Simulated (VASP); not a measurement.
# Bi (P2/m) in VASP: settings compared, part 2 of 2

VASP 6.6.1. The steps go on from the part before.

## Step 4: Single point, PBE0

This run uses another cell than the first one, of 34.96 Å³/atom.

POSCAR

```
Bi
1.0
    3.2809913467      0.0000000000      0.0000000000
    0.0000000000      3.2640382254      0.0000000000
   -0.0815136175      0.0000000000      6.5286865229
Bi
2
Direct
    0.5442472500      0.0000000000      0.7495778900
    0.4557527500      0.0000000000      0.2504221100
```

INCAR.step1

```
PREC = Accurate ; ENCUT = 520
EDIFF = 1E-5 ; ISMEAR = -1
SIGMA = 0.05 ; LREAL = F
LASPH = T ; NELM = 80
ALGO = Normal ; ISIF = 2
LWAVE = T ; GGA = PE
NBANDS = 22
```

INCAR.step2

```
PREC = Accurate ; ENCUT = 520
EDIFF = 1E-6 ; ISMEAR = -1
SIGMA = 0.05 ; LREAL = F
LASPH = T ; NELM = 80
ALGO = Normal ; ISIF = 2
LWAVE = F ; LCHARG = T
GGA = PE ; LHFCALC = T
AEXX = 0.25 ; PRECFOCK = Normal
LELF = T ; LVHAR = T
ISTART = 1 ; NBANDS = 22
```

KPOINTS

```
regular mesh
0
Gamma
  4 4 2
```

Potentials or basis: VASP PAW PBE potentials, release 64 (Bi_d).

On the command line:

```sh
cat potpaw_PBE.64/Bi_d/POTCAR > POTCAR
cp INCAR.step1 INCAR
mpirun -np 1 vasp_std > vasp.out
cp INCAR.step2 INCAR
mpirun -np 1 vasp_std > vasp.out
```

OUTCAR:

```text
PREC = Accurate
   ENCUT = 520
   EDIFF = 1E-6
   ISMEAR = -1
   LREAL = F
   LASPH = T
   NELM = 80
   ISIF = 2
   GGA = PE
   LHFCALC = T
   AEXX = 0.25
   PRECFOCK = Normal
   ISTART = 1

 ion  position               nearest neighbor table
   1  0.544  0.000  0.750-   2 3.27   2 3.29
   2  0.456  0.000  0.250-   1 3.27   1 3.29

  LATTYP: Found a simple monoclinic cell.
 ALAT       =     3.2809913467
 B/A-ratio  =     0.9948329272
[... 638 lines left out ...]
     22      15.0848      0.00000

------------------------ aborting loop because EDIFF is reached ----------------------------------------

  FORCE on cell =-STRESS in cart. coord.  units (eV):
  Direction    XX          YY          ZZ          XY          YZ          ZX
  --------------------------------------------------------------------------------------
  -------------------------------------------------------------------------------------
  Total       -0.6190150      0.6901019     -1.3024465      0.0000000      0.0000000     -0.0321749
  in kB      -14.1848788     15.8138522    -29.8458757      0.0000000      0.0000000     -0.7372947
  external PRESSURE =      -9.4056341 kB  Pullay stress =       0.0000000 kB

 VOLUME and BASIS-vectors are now :
 -----------------------------------------------------------------------------
  energy-cutoff  :      520.00
  volume of cell :       69.92
      direct lattice vectors                 reciprocal lattice vectors
     3.280991347  0.000000000  0.000000000     0.304785930  0.000000000  0.003805391
     0.000000000  3.264038225  0.000000000     0.000000000  0.306368961  0.000000000
    -0.081513617  0.000000000  6.528686523     0.000000000  0.000000000  0.153170166

 POSITION                                       TOTAL-FORCE (eV/Angst)
 -----------------------------------------------------------------------------------
      1.72457      0.00000      4.89376         0.286385     -0.000000     -0.087429
      1.47491      0.00000      1.63493        -0.286385      0.000000      0.087429
 -----------------------------------------------------------------------------------
    total drift:                                0.000002      0.000001      0.000002

  FREE ENERGIE OF THE ION-ELECTRON SYSTEM (eV)
  ---------------------------------------------------
  free  energy   TOTEN  =        -9.2699471936 eV

  energy  without entropy=       -9.2612326253  energy(sigma->0) =       -9.26558991
```

OUTCAR.step1:

```text
PREC = Accurate
   ENCUT = 520
   EDIFF = 1E-5
   ISMEAR = -1
   LREAL = F
[... 665 lines left out ...]
      1.72457      0.00000      4.89376         0.279096      0.000000     -0.016143
      1.47491      0.00000      1.63493        -0.279096      0.000000      0.016143
 -----------------------------------------------------------------------------------
    total drift:                                0.000000     -0.000000      0.000000

  FREE ENERGIE OF THE ION-ELECTRON SYSTEM (eV)
  ---------------------------------------------------
  free  energy   TOTEN  =        -6.8554234984 eV

  energy  without entropy=       -6.8329293630  energy(sigma->0) =       -6.84417643
```

OSZICAR.step1:

```text
N       E                     dE             d eps       ncg     rms          rms(c)
DAV:   1     0.308854708515E+03    0.30885E+03   -0.16137E+04   792   0.162E+03
DAV:   2     0.192944637288E+02   -0.28956E+03   -0.28181E+03   798   0.436E+02
DAV:   3    -0.596338912442E+01   -0.25258E+02   -0.24837E+02   972   0.142E+02
DAV:   4    -0.681946811072E+01   -0.85608E+00   -0.85572E+00   912   0.286E+01
DAV:   5    -0.686154464027E+01   -0.42077E-01   -0.42075E-01  1130   0.573E+00    0.672E-01
DAV:   6    -0.685575270208E+01    0.57919E-02   -0.21254E-02  1016   0.151E+00    0.393E-01
DAV:   7    -0.685526857896E+01    0.48412E-03   -0.11658E-02   986   0.118E+00    0.111E-01
DAV:   8    -0.685543637786E+01   -0.16780E-03   -0.13300E-03   894   0.451E-01    0.153E-02
DAV:   9    -0.685542458169E+01    0.11796E-04   -0.82033E-05  1024   0.109E-01    0.726E-03
DAV:  10    -0.685542349843E+01    0.10833E-05   -0.53632E-06   552   0.282E-02
   1 F= -.68554235E+01 E0= -.68441764E+01  d E =-.224941E-01
```

Run time: 30 min. Hardware: 1 thread of Intel Xeon Platinum 8175M at 2.50GHz (Skylake/Cascade Lake), shared host; peak memory 0.2 GiB.

Results:

* Free energy: -9.2699 eV
* Pressure: -0.9 GPa
* Largest force: 0.299 eV/Å
* Band gap on the k mesh: zero (bands 15 and 16 overlap by 7.54 eV)

Forces in eV/Å, atoms in the order of the input:
```
Bi   0.286  0.000 -0.087
Bi  -0.286  0.000  0.087
```

Caveat: the k points lie up to 0.48 Å⁻¹ apart, too coarse for converged energies and pressures of a metal; the PAW data sets were made with another functional, which shifts forces and pressure a little; spin-orbit coupling is left out, which moves the levels of the heavy elements.

## Step 5: Single point, r2SCAN, non-collinear spin, zero start, spin-orbit coupling

POSCAR

```
Bi
1.0
    3.2383762460      0.0000000000      0.0000000000
    0.0000000000      3.2216433200      0.0000000000
   -0.0804548793      0.0000000000      6.4438887882
Bi
2
Direct
    0.5442472500      0.0000000000      0.7495778900
    0.4557527500      0.0000000000      0.2504221100
```

INCAR.step1

```
PREC = Accurate
ENCUT = 520
ISMEAR = 1
SIGMA = 0.1
LREAL = False
LASPH = True
NELM = 150
MAGMOM = 0 0 0 0 0 0
LSORBIT = True
GGA_COMPAT = False
NBANDS = 42
GGA = PE
ALGO = Normal
EDIFF = 1E-4
LWAVE = True
LCHARG = False
```

INCAR.step2

```
PREC = Accurate
ENCUT = 520
EDIFF = 1E-7
ISMEAR = 1
SIGMA = 0.1
LREAL = False
LASPH = True
NELM = 150
ALGO = Normal
ISIF = 2
LWAVE = False
LCHARG = False
MAGMOM = 0 0 0 0 0 0
LORBIT = 11
LSORBIT = True
GGA_COMPAT = False
LORBMOM = True
METAGGA = R2SCAN
LMIXTAU = True
NBANDS = 42
ISTART = 1
```

KPOINTS

```
Automatic mesh
0
Gamma
  7 7 4
```

Potentials or basis: VASP PAW PBE potentials, release 64 (Bi_d).

On the command line:

```sh
cat potpaw_PBE.64/Bi_d/POTCAR > POTCAR
cp INCAR.step1 INCAR
mpirun -np 1 vasp_ncl > vasp.out
cp INCAR.step2 INCAR
mpirun -np 1 vasp_ncl > vasp.out
```

OUTCAR:

```text
PREC = Accurate
   ENCUT = 520
   EDIFF = 1E-7
   ISMEAR = 1
   LREAL = False
   LASPH = True
   NELM = 150
   ISIF = 2
   LORBIT = 11
   LSORBIT = True
   METAGGA = R2SCAN
   ISTART = 1

 ion  position               nearest neighbor table
   1  0.544  0.000  0.750-   2 3.23   2 3.24
   2  0.456  0.000  0.250-   1 3.23   1 3.24

  LATTYP: Found a simple monoclinic cell.
 ALAT       =     3.2383762460
 B/A-ratio  =     0.9948329271
 C/A-ratio  =     1.9900068852
 COS(beta)  =    -0.0124844813

  Lattice vectors:

[... 1372 lines left out ...]
    -0.0128349    -0.0128520    -0.0381353     0.0000000    -0.0127480
    -0.0508281    -0.0127580     0.0000000    -0.0127480     0.0000000
 l=   3
     0.0000000     0.0000000     0.0000000     0.0000000     0.0000000     0.0000000     0.0000000
     0.0000000     0.0000000     0.0000000     0.0000000     0.0000000     0.0000000     0.0000000
     0.0000000     0.0000000     0.0000000     0.0000000     0.0000000     0.0000000     0.0000000
     0.0000000     0.0000000     0.0000000     0.0000000     0.0000000     0.0000000     0.0000000
     0.0000000     0.0000000     0.0000000     0.0000000     0.0000000     0.0000000     0.0000000
     0.0000000     0.0000000     0.0000000     0.0000000     0.0000000     0.0000000     0.0000000
     0.0000000     0.0000000     0.0000000     0.0000000     0.0000000     0.0000000     0.0000000

 total charge

# of ion       s       p       d       tot
------------------------------------------
    1        1.494   1.365   9.907  12.766
    2        1.494   1.365   9.907  12.766
--------------------------------------------------
tot          2.988   2.731  19.814  25.532

 magnetization (x)

# of ion       s       p       d       tot
------------------------------------------
    1        0.000   0.000   0.000   0.000
    2        0.000   0.000   0.000   0.000
--------------------------------------------------
tot          0.000   0.000   0.000   0.000

 magnetization (y)

# of ion       s       p       d       tot
------------------------------------------
    1       -0.000   0.000   0.000  -0.000
    2       -0.000   0.000   0.000  -0.000
--------------------------------------------------
tot         -0.000   0.000   0.000  -0.000

 magnetization (z)

# of ion       s       p       d       tot
------------------------------------------
    1        0.000   0.000   0.000   0.000
    2        0.000   0.000   0.000   0.000
--------------------------------------------------
tot          0.000   0.000   0.000   0.000
```

Wall time 33 min (1 thread of Oxide Virtual Turin-like, shared host); peak memory 0.43 GiB.

Results:

```yaml
Free_energy: -118.3848 eV
Pressure: 1.9 GPa
Largest_force: 0.029 eV/Å
Net_moment: 0.00 μB per cell
Valence_electrons_inside_the_program's_atomic_spheres: Bi 12.77
```

Forces in eV/Å, atoms in the order of the input:
```
Bi  -0.007  0.000  0.028
Bi   0.007  0.000 -0.028
```

Stress tensor (GPa, compression positive):
```
1.66 0.00 0.09
0.00 2.54 0.00
0.09 0.00 1.36
```

Moments on the atoms (μB; x, y, z):
```
Bi  0.00 0.00 0.00
Bi  0.00 0.00 0.00
```

Caveat: the PAW data sets were made with another functional, which shifts forces and pressure a little.

## Step 6: The runs side by side

```csv
level,spin,cell,k mesh,smearing,grid for exact exchange (PRECFOCK),share of exact exchange,gap on the mesh (eV),pressure (GPa),moment (μB),largest force (eV/Å)
PBEsol,"non-collinear, zero start, SOC","a = 3.238, b = 3.222, c = 6.444 Å, angles 90.0, 90.7, 90.0°, 2 atoms",8 × 8 × 4,fermi-dirac 0.05 eV,-,-,-,0.5,0.00,0.01
PBE0,off,"a = 3.260, b = 3.243, c = 6.487 Å, angles 90.0, 90.7, 90.0°, 2 atoms",4 × 4 × 2,fermi-dirac 0.05 eV,Normal,0.25,none,-0.1,-,0.31
PBE0,off,"a = 3.281, b = 3.264, c = 6.529 Å, angles 90.0, 90.7, 90.0°, 2 atoms",4 × 4 × 2,fermi-dirac 0.05 eV,Normal,0.25,none,-0.9,-,0.30
r2SCAN,"non-collinear, zero start, SOC","a = 3.238, b = 3.222, c = 6.444 Å, angles 90.0, 90.7, 90.0°, 2 atoms",7 × 7 × 4,methfessel-paxton 0.1 eV,-,-,-,1.9,0.00,0.03
```

Alike in all rows: task single point; potentials or basis VASP PAW PBE potentials, release 64 (Bi_d); cutoff (eV) 520.

Caveats: some runs use coarse meshes; the PAW data sets were made with another functional, which shifts forces and pressure a little; spin-orbit coupling is left out, which moves the levels of the heavy elements (at least some runs).

Absolute energies hang on the potentials; compare differences alone.
